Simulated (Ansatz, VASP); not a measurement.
## Two plane-wave programs on Fe2Ge

```xyz
6
Lattice="4.0177 0.0000 0.0000 -2.0089 3.4794 0.0000 0.0000 0.0000 4.8613" Properties=species:S:1:pos:R:3 pbc="T T T"
Fe    0.0000    0.0000    0.0000
Fe    0.0000    0.0000    2.4307
Fe    2.0089    1.1598    3.6460
Fe    0.0000    2.3196    1.2153
Ge    2.0089    1.1598    1.2153
Ge    0.0000    2.3196    3.6460
```

Alike in both runs: functional PBEsol; dispersion D3(BJ); k mesh 7 × 7 × 5; occupations fermi-dirac, width 0.15 eV; collinear spin.

Ansatz relaxed the structure, and its values are those at the end. VASP's run is a single point on that final structure, the one shown.

|  | VASP | Ansatz |
| --- | --- | --- |
| version | VASP 6.6.1 | Ansatz 0.2.0 |
| potentials or method | VASP PAW PBE potentials, release 64 (Fe, Ge_d), cutoff 520 eV | plane waves, PAW |
| valence electrons in the cell | 60 | 92 |

VASP gave:

```
pressure (GPa)                                                : 0.5
net moment per atom (μB)                                      : 1.06
size of the moment on the site where the two differ most (μB) : 0.07
```

Problem. Estimate Ansatz's values.

Solution. Pressure (GPa): 0.0; net moment per atom (μB): 1.05; size of the moment on the site where the two differ most (μB): 0.04.

VASP's potentials were made for PBE, not for PBEsol. Site moments also hang on the region over which each program counts them. VASP's potentials hold 60 valence electrons a cell and Ansatz's 92, so a difference there can come from the potentials and not from the codes.
